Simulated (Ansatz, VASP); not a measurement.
In3Se: VASP beside Ansatz

```xyz
4
Lattice="5.4059 -0.3526 0.0000 -0.3526 5.4059 0.0000 0.0000 0.0000 4.7008" Properties=species:S:1:pos:R:3 pbc="T T T"
In   -0.1763    2.7030    2.3504
In    2.7030   -0.1763    2.3504
In    2.5267    2.5267    0.0000
Se    0.0000    0.0000    0.0000
```

Change from the starting cell: engineering shear strain xy -0.1500, equal normal strain along x and y +0.1500.

Alike in both runs: task single point; functional PBE; dispersion D3(BJ); k mesh 8 × 8 × 8; occupations gaussian, width 0.15 eV; no spin polarisation.

```csv
,VASP,Ansatz
version,VASP 6.6.1,Ansatz 0.2.0
potentials or method,"VASP PAW PBE potentials, release 64 (In_d, Se), cutoff 520 eV","scalar-relativistic, plane waves, PAW"
valence electrons in the cell,45,55
```

|  | VASP | Ansatz | Ansatz less VASP |
| --- | --- | --- | --- |
| gap on the k mesh at the Fermi level (eV) | none | none | - |
| pressure (GPa) | -3.5 | -3.5 | +0.03 |
| traceless stress, the component that is largest in VASP (GPa) | 0.52 | 0.51 | -0.003 |

A gap of «none» marks a metal or a gap that the smearing closes. VASP's potentials hold 45 valence electrons a cell and Ansatz's 55, so a difference there can come from the potentials and not from the codes. Ansatz's warnings: dispersion switch in reach.
